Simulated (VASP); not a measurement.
Mo2Ru3: single point with PBE

The system is Mo2Ru3.

```
Mo Ru
1.0
     2.75846    0.00000    0.00000
    -1.37923    2.38890    0.00000
     0.00000    0.00000   22.20448
Mo Ru
4 6
Direct
  0.33333 0.66667 0.94379
  0.33333 0.66667 0.35078
  0.66667 0.33333 0.05621
  0.66667 0.33333 0.64922
  0.33333 0.66667 0.74700
  0.33333 0.66667 0.15251
  0.33333 0.66667 0.54817
  0.66667 0.33333 0.84749
  0.66667 0.33333 0.25300
  0.66667 0.33333 0.45183
```

```json
{
  "Program": "VASP 6.6.1",
  "Task": "single point",
  "Functional": "PBE",
  "Potentials or basis": "VASP PAW PBE potentials, release 64 (Mo_sv, Ru_pv)",
  "Cutoff": "520 eV",
  "k mesh": "6 × 6 × 1",
  "Occupations": "gaussian, width 0.1 eV",
  "Spin": "collinear spin, ferromagnetic start",
  "Starting moments": "[1.0, 1.0, 1.0, 1.0, 1.0, 1.0, 1.0, 1.0, 1.0, 1.0] μB",
  "Dipole correction": "no",
  "Further INCAR settings": "ALGO = Fast; EDIFF = 1e-06; NBANDS = 85"
}
```

| Property | Result |
| --- | --- |
| Pressure | 0.3 GPa |
| Largest force | 0.050 eV/Å |
| Band gap on the k mesh | zero (filled and empty bands overlap) |
| Net moment | 0.00 μB per cell |
| Valence electrons inside the program's atomic spheres | Mo 12.52, 12.54; Ru 12.63, 12.64, 12.62 |

Forces on the atoms (eV/Å):
```
Mo   0.000  0.000  0.030
Mo   0.000  0.000  0.033
Mo   0.000  0.000 -0.030
Mo   0.000  0.000 -0.033
Ru   0.000  0.000  0.040
Ru   0.000  0.000  0.050
Ru   0.000  0.000  0.009
Ru   0.000  0.000 -0.050
Ru   0.000  0.000 -0.040
Ru   0.000  0.000 -0.009
```

Stress tensor (GPa, compression positive):
```
0.24 0.00 0.00
0.00 0.24 0.00
0.00 0.00 0.46
```

Levels at points of the mesh, in eV from the Fermi level:
Spin up:
```
           k point  band 67  band 68  band 69  band 70  band 71  band 72
(0.00, 0.00, 0.00)    -0.99    -0.99    -0.99    -0.91    -0.91    -0.50
(0.50, 0.00, 0.00)     0.86     0.92     1.20     1.51     1.52     1.67
```
Spin down:
```csv
k point,band 65,band 66,band 67,band 68,band 69,band 70,band 71,band 72,band 73,band 74
"(0.00, 0.00, 0.00)",-1.14,-0.99,-0.99,-0.99,-0.99,-0.91,-0.91,-0.50,-0.50,-0.03
"(0.50, 0.00, 0.00)",0.34,0.40,0.86,0.92,1.20,1.51,1.52,1.67,1.74,1.74
```

Run time: 8.6 min on 1 thread of Intel(R) Xeon(R) Platinum 8488C (Sapphire Rapids) (shared host), peak memory 0.42 GiB.

Caveat: the k points lie up to 0.44 Å⁻¹ apart.
